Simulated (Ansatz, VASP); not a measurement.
## Two plane-wave programs on TaN

Contents of INCAR:

```
  PREC = Accurate
  ENCUT = 520
  EDIFF = 1E-6
  ISMEAR = 0
  SIGMA = 0.15
  LREAL = F
  LASPH = T
  NELM = 80
  ALGO = Normal
  ISIF = 2
  LWAVE = F
  LCHARG = F
  GGA = PE
  NBANDS = 15
```

File KPOINTS:

```
Automatic mesh
0
Gamma
  20 20 20
```

The input POSCAR:

```
TaN
1.0
    0.0000000000      2.1782990407      2.1782990407
    2.1782990407      0.0000000000      2.1782990407
    2.1782990407      2.1782990407      0.0000000000
Ta N
1 1
Direct
    0.5000000000      0.5000000000      0.5000000000
    0.0000000000      0.0000000000      0.0000000000
```

Input for Ansatz:

```yaml
crystal:
  lattice:
    - [0.0, 2.1782990407, 2.1782990407]
    - [2.1782990407, 0.0, 2.1782990407]
    - [2.1782990407, 2.1782990407, 0.0]
  atoms:
    - { symbol: Ta, position: [0.5, 0.5, 0.5] }
    - { symbol: "N", position: [0.0, 0.0, 0.0] }
basis:
  ecutwfc: 520.0
kpoints:
  mp_grid: { grid: [20, 20, 20] }
hamiltonian:
  xc: pbe
  pseudopotentials: { kind: paw, azcp: { folder: soft_1 } }
scf:
  occupations: { method: gaussian, width: 0.15 }
output:
  forces: true
  stress: true
  eigenvalues: true
```

Alike in both runs: task single point; functional PBE; k mesh 20 × 20 × 20; occupations gaussian, width 0.15 eV; no spin polarisation.

|  | VASP | Ansatz |
| --- | --- | --- |
| version | VASP 6.6.1 | Ansatz 0.2.0 |
| potentials or method | VASP PAW PBE potentials, release 64 (Ta_pv, N), cutoff 520 eV | scalar-relativistic, plane waves, PAW |
| valence electrons in the cell | 16 | 18 |

|  | VASP | Ansatz | Ansatz less VASP |
| --- | --- | --- | --- |
| gap on the k mesh at the Fermi level (eV) | none | none | - |
| pressure (GPa) | 15.9 | 14.7 | -1.22 |

A gap of «none» marks a metal or a gap that the smearing closes. With one functional, cell and mesh, what is left measures potentials, basis and numerics. VASP's potentials hold 16 valence electrons a cell and Ansatz's 18, so a difference there can come from the potentials and not from the codes.

Neither program's run includes spin-orbit coupling.
